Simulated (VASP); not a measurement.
Crystal: SiC (Moissanite 6H).

```
CELL_PARAMETERS angstrom
3.05317 0.00000 0.00000
-1.52659 2.64412 0.00000
0.00000 0.00000 14.96497
ATOMIC_POSITIONS crystal
Si 0.66667 0.33333 0.45830
Si 0.33333 0.66667 0.95830
Si 0.66667 0.33333 0.79170
Si 0.33333 0.66667 0.29170
Si 0.00000 0.00000 0.62500
Si 0.00000 0.00000 0.12500
C 0.66667 0.33333 0.33330
C 0.33333 0.66667 0.83330
C 0.66667 0.33333 0.66670
C 0.33333 0.66667 0.16670
C 0.00000 0.00000 0.50000
C 0.00000 0.00000 0.00000
```

Base run:

```yaml
Program: VASP 6.6.1
Functional: PBEsol
Potentials_or_basis: VASP PAW PBE potentials, release 64 (Si, C)
Cutoff: 520 eV
k_mesh: 10 × 10 × 2
Occupations: fermi-dirac, width 0.05 eV
Spin: no spin polarisation
```

Its results: band gap on the k mesh 1.90 eV, indirect (least direct gap 3.01 eV); pressure 6.5 GPa; largest force 0.150 eV/Å.

**Question.** The run is repeated on the same cell with these changes: functional from PBEsol to PBE exchange alone. What comes out?

**Answer.** Band gap on the k mesh 2.33 eV, indirect (least direct gap 3.42 eV); pressure 27.1 GPa; largest force 0.148 eV/Å.

Caveats: the PAW data sets were made with another functional, which shifts forces and pressure a little (some runs).

A k mesh can miss the band edges.
